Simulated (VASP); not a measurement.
Here is a VASP 6.6.1 calculation.

The input INCAR:

```
PREC = Accurate
ENCUT = 520
EDIFF = 1E-6
ISMEAR = 0
SIGMA = 0.1
LREAL = False
LASPH = True
NELM = 60
ALGO = Normal
ISIF = 2
LWAVE = False
LCHARG = True
GGA = PS
LELF = True
LVHAR = True
NBANDS = 24
```

The input KPOINTS:

```
regular mesh
0
Gamma
  12 12 8
```

POSCAR

```
NbH2
1.0
    2.1573218962      2.1573218962      0.0000000000
   -2.1573218962      2.1573218962      0.0000000000
    0.0000000000      0.0000000000      4.3146437925
Nb H
2 4
Direct
    0.0000000000      0.0000000000      0.0000000000
    0.5000000000      0.5000000000      0.5000000000
    0.0000000000      0.5000000000      0.7500000000
    0.5000000000      0.0000000000      0.7500000000
    0.5000000000      0.0000000000      0.2500000000
    0.0000000000      0.5000000000      0.2500000000
```

Potentials or basis: VASP PAW PBE potentials, release 64 (Nb_sv, H).

Run with:

```bash
$ cat potpaw_PBE.64/Nb_sv/POTCAR potpaw_PBE.64/H/POTCAR > POTCAR
$ mpirun -np 1 vasp_std > vasp.out
```

(1) Predict the band gap on the k mesh.

(2) Predict the pressure.

Answers

(1) zero (bands 15 and 16 overlap by 5.12 eV).

(2) 34.4 GPa.

Caveat: the cell differs from its parent crystal (equal strain along all axes, cell held: -4.5 %); the cell stands under pressure; the PAW data sets were made with another functional, which shifts forces and pressure a little.
